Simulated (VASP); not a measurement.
## GaP (rocksalt type): single point with r2SCAN

GaP (rocksalt type):

```
Ga P
1.0
     0.00000    2.45220    2.45220
     2.45220    0.00000    2.45220
     2.45220    2.45220    0.00000
Ga P
1 1
Direct
  0.00000 0.00000 0.00000
  0.50000 0.50000 0.50000
```

```json
{"Program": "VASP 6.6.1", "Task": "single point", "Functional": "r2SCAN", "Potentials or basis": "VASP PAW PBE potentials, release 64 (Ga_d, P)", "Cutoff": "520 eV", "k mesh": "14 × 14 × 14", "Occupations": "methfessel-paxton, width 0.025 eV", "Spin": "no spin polarisation"}
```

| Quantity | Value |
| --- | --- |
| Pressure | 16.8 GPa |
| Band gap on the k mesh | zero (band 9 reaches 8.76 eV, above the bottom of band 10 at 5.27 eV) |

Levels at points of the mesh, in eV from the Fermi level:
```
           k point  band 6  band 7  band 8  band 9  band 10  band 11  band 12  band 13
(0.00, 0.00, 0.00)  -15.24   -0.08   -0.08   -0.08     3.73     7.39     7.39     7.39
(0.50, 0.00, 0.00)  -11.77   -9.13    0.15    0.15     3.09     3.09     3.88     6.84
(0.50, 0.50, 0.00)  -10.14   -7.23   -3.41   -3.41    -2.92     3.26    13.27    13.27
```

It took 2.9 min on 1 thread of AMD EPYC 9R45 (Zen 5), on a shared host, peak memory 0.15 GiB.

Caveat: the PAW data sets were made with another functional, which shifts forces and pressure a little.
